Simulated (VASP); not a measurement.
The system is HgTe.

```
CELL_PARAMETERS angstrom
0.00000 3.11508 3.11508
3.11508 0.00000 3.11508
3.11508 3.11508 0.00000
ATOMIC_POSITIONS crystal
Hg 0.00000 0.00000 0.00000
Te 0.50000 0.50000 0.50000
```

This cell differs from its parent crystal: volume scaled by 0.94.

Base run:

- Program: VASP 6.6.1
- Functional: PBE
- Potentials or basis: VASP PAW PBE potentials, release 64 (Hg, Te)
- Cutoff: 520 eV
- k mesh: 7 × 7 × 7
- Occupations: fermi-dirac, width 0.05 eV
- Spin: no spin polarisation

Its results: band gap on the k mesh zero (band 9 reaches 3.92 eV, above the bottom of band 10 at 1.75 eV); pressure -1.8 GPa.

Problem. After a change of settings the same cell gave: band gap on the k mesh zero (band 9 reaches 3.70 eV, above the bottom of band 10 at 1.47 eV); pressure -3.0 GPa. Which change was it?
A. functional from PBE to PBEsol; further incar settings from ALGO = Normal; EDIFF = 1e-06; NBANDS = 16 to ALGO = Normal; EDIFF = 1e-07; NBANDS = 16
B. functional from PBE to LDA; potentials or basis from VASP PAW PBE potentials, release 64 (Hg, Te) to VASP PAW LDA potentials, release 64 (Hg, Te)
C. functional from PBE to PBEsol
D. functional from PBE to r2SCAN

Solution. D.

Caveats: spin-orbit coupling is left out, which moves the levels of the heavy elements; the PAW data sets were made with another functional, which shifts forces and pressure a little (some runs).
